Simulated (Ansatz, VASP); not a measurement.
# Two plane-wave programs on TiAl

File POSCAR:

```
TiAl
1.0
    3.1790640000     -0.0953719200      0.0000000000
   -0.0953719200      3.1790640000      0.0000000000
    0.0000000000      0.0000000000      3.1790640000
Ti Al
1 1
Direct
    0.0000000000      0.0000000000      0.0000000000
    0.5000000000      0.5000000000      0.5000000000
```

Contents of INCAR.step1:

```
ALGO = Normal ; EDIFF = 1E-4
ENCUT = 520 ; GGA = PE
ISMEAR = 0 ; LASPH = T
LCHARG = F ; LREAL = F
LWAVE = T ; NBANDS = 14
NELM = 60 ; PREC = Accurate
SIGMA = 0.15
```

The input INCAR.step2:

```
ALGO = Normal ; EDIFF = 1E-6
ENCUT = 520 ; ISIF = 2
ISMEAR = 0 ; ISTART = 1
LASPH = T ; LCHARG = T
LELF = T ; LMIXTAU = T
LREAL = F ; LVHAR = T
LWAVE = F ; METAGGA = R2SCAN
NBANDS = 14 ; NELM = 60
PREC = Accurate ; SIGMA = 0.15
```

Contents of KPOINTS:

```
k-points
0
Gamma
  16 16 16
```

Input for Ansatz:

```yaml
crystal:
  lattice:
    - [3.179064, -0.09537192, 0.0]
    - [-0.09537192, 3.179064, 0.0]
    - [0.0, 0.0, 3.179064]
  atoms:
    - { symbol: Ti, position: [0.0, 0.0, 0.0] }
    - { symbol: Al, position: [0.5, 0.5, 0.5] }
basis:
  ecutwfc: 500
kpoints:
  mp_grid: { grid: [16, 16, 16] }
hamiltonian:
  xc: r2scan
scf:
  occupations: { method: gaussian, width: 0.15 }
output:
  forces: true
  stress: true
  eigenvalues: true
```

Change from the starting cell: strain -0.0600 x Voigt [0, 0, 0, 0, 0, 1], atoms carried along.

Alike in both runs: task single point; functional r2SCAN; k mesh 16 × 16 × 16; occupations gaussian, width 0.15 eV; no spin polarisation.

```csv
,VASP,Ansatz
version,VASP 6.6.1,Ansatz 0.2.0
potentials or method,"VASP PAW PBE potentials, release 64 (Ti_sv, Al), cutoff 520 eV","scalar-relativistic, plane waves, PAW"
valence electrons in the cell,15,15
```

Ansatz gave:

| Item | Value |
| --- | --- |
| gap on the k mesh at the Fermi level (eV) | none |
| pressure (GPa) | -0.3 |
| traceless stress, the component that is largest in VASP (GPa) | 4.81 |

Which values does VASP return?

gap on the k mesh at the Fermi level (eV): none; pressure (GPa): -0.2; traceless stress, the component that is largest in VASP (GPa): 4.78.

VASP's potentials were made for PBE, not for r2SCAN. A gap of «none» marks a metal or a gap that the smearing closes.
